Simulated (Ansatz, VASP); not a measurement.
MgS: VASP beside Ansatz

Contents of INCAR:

```
PREC     = Accurate       # precision mode
ENCUT    = 520            # plane-wave cutoff, eV
EDIFF    = 1E-7           # SCF threshold, eV
ISMEAR   = 0              # smearing method
SIGMA    = 0.05           # smearing width, eV
LREAL    = False          # projectors in reciprocal space
LASPH    = True           # aspherical terms in the spheres
NELM     = 60             # most SCF steps
ALGO     = Normal         # electronic algorithm
ISIF     = 2              # what is computed and relaxed
LWAVE    = False          # write WAVECAR
LCHARG   = False          # write CHGCAR
GGA      = PS             # functional
NBANDS   = 11             # bands
```

Contents of KPOINTS:

```
regular mesh
0
Gamma
  8 8 8
```

POSCAR

```
MgS
1.0
    0.0000000000      2.6016500000      2.6016500000
    2.6016500000      0.0000000000      2.6016500000
    2.6016500000      2.6016500000      0.0000000000
Mg S
1 1
Direct
    0.0000000000      0.0000000000      0.0169869790
    0.5000000000      0.5000000000      0.5000000000
```

Input for Ansatz:

```yaml
crystal:
  lattice:
    - [0.0, 2.60165, 2.60165]
    - [2.60165, 0.0, 2.60165]
    - [2.60165, 2.60165, 0.0]
  atoms:
    - { symbol: Mg, position: [0.0, 0.0, 0.016986979] }
    - { symbol: S, position: [0.5, 0.5, 0.5] }
basis:
  ecutwfc: 420
kpoints:
  mp_grid: { grid: [8, 8, 8] }
hamiltonian:
  xc: pbesol
scf:
  occupations: { method: gaussian, width: 0.05 }
output:
  forces: true
  stress: true
  eigenvalues: true
  write_density: true
  write_potential: true
  elf: true
  volumetric_format: npy
```

Change from the starting cell: all Mg atoms moved +0.062 Å, as atom 1 along Cartesian [1 1 0].

Alike in both runs: task single point; functional PBEsol; k mesh 8 × 8 × 8; occupations gaussian, width 0.05 eV; no spin polarisation.

|  | VASP | Ansatz |
| --- | --- | --- |
| version | VASP 6.6.1 | Ansatz 0.2.0 |
| potentials or method | VASP PAW PBE potentials, release 64 (Mg, S), cutoff 520 eV | scalar-relativistic, plane waves, PAW |
| valence electrons in the cell | 8 | 16 |

Ansatz gave:

| Quantity | Value |
| --- | --- |
| gap on the k mesh at the Fermi level (eV) | 2.70 |
| least direct gap on the mesh (eV) | 3.59 |
| pressure (GPa) | -0.8 |
| traceless stress, the component that is largest in VASP (GPa) | -0.16 |
| rms of the force components (eV/Å) | 0.101 |

Problem. Estimate VASP's values.

Solution. gap on the k mesh at the Fermi level (eV): 2.71; least direct gap on the mesh (eV): 3.59; pressure (GPa): -1.0; traceless stress, the component that is largest in VASP (GPa): -0.16; rms of the force components (eV/Å): 0.101.

VASP's potentials were made for PBE, not for PBEsol. Atom by atom the forces differ by 0.000 eV/Å (rms over components). VASP's potentials hold 8 valence electrons a cell and Ansatz's 16, so a difference there can come from the potentials and not from the codes.
